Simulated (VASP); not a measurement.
Here is a VASP 6.6.1 calculation.

INCAR

```
  ALGO = Normal
  EDIFF = 1E-6
  ENCUT = 520
  GGA = PE
  ISIF = 2
  ISMEAR = 0
  LASPH = T
  LCHARG = F
  LREAL = F
  LWAVE = F
  NBANDS = 15
  NELM = 100
  PREC = Accurate
  SIGMA = 0.01
```

File KPOINTS:

```
k-points
0
Gamma
  6 6 6
```

File POSCAR:

```
KBr
1.0
    4.0434990000      0.0000000000      0.0000000000
    0.0000000000      4.0434990000      0.0000000000
    0.0000000000      0.0000000000      4.0434990000
K Br
1 1
Direct
    0.0000000000      0.0000000000      0.0000000000
    0.5000000000      0.5000000000      0.5000000000
```

Potentials or basis: VASP PAW PBE potentials, release 64 (K_sv, Br).

Run with:

```sh
$ cat potpaw_PBE.64/K_sv/POTCAR potpaw_PBE.64/Br/POTCAR > POTCAR
$ mpirun -np 1 vasp_std > vasp.out
```

(1) What does it give for the pressure?

(2) Estimate the band gap on the k mesh.

Answers

(1) 0.0 GPa.

(2) 3.86 eV (least direct gap 4.12 eV).
